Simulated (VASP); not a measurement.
CdSe (Cadmoselite): single point with PBE

Crystal: CdSe (Cadmoselite).

```
CELL_PARAMETERS angstrom
4.35659 0.00000 0.00000
-2.17829 3.77291 0.00000
0.00000 0.00000 7.11238
ATOMIC_POSITIONS crystal
Cd 0.66667 0.33333 0.50000
Cd 0.33333 0.66667 0.00000
Se 0.66667 0.33333 0.88500
Se 0.33333 0.66667 0.38500
```

This cell differs from its parent crystal: volume scaled by 1.04.

| Item | Value |
| --- | --- |
| Program | VASP 6.6.1 |
| Task | single point |
| Functional | PBE |
| Potentials or basis | VASP PAW PBE potentials, release 64 (Cd, Se) |
| Cutoff | 520 eV |
| k mesh | 7 × 7 × 4 |
| Occupations | fermi-dirac, width 0.05 eV |
| Spin | no spin polarisation |

```json
{
 "Pressure": "1.2 GPa",
 "Largest force": "0.252 eV/Å",
 "Band gap on the k mesh": "0.62 eV, direct"
}
```

Forces in eV/Å, atoms in the order of the input:
```
Cd   0.000  0.000  0.252
Cd   0.000  0.000  0.252
Se   0.000  0.000 -0.252
Se   0.000  0.000 -0.252
```

Stress tensor (GPa, compression positive):
```
1.74 0.00 0.00
0.00 1.74 0.00
0.00 0.00 0.11
```

Levels at points of the mesh, in eV from the valence-band top:
```
           k point  band 15  band 16  band 17  band 18  band 19  band 20  band 21  band 22
(0.00, 0.00, 0.00)    -0.67     0.00     0.00     0.00     0.62     2.07     5.88     5.88
(0.00, 0.00, 0.50)    -0.35    -0.35    -0.35    -0.35     2.26     2.26     5.77     5.77
```

Run time: 61 s on 1 thread of Intel(R) Xeon(R) Platinum 8259CL CPU @ 2.50GHz (Skylake/Cascade Lake) (shared host), peak memory 0.25 GiB.
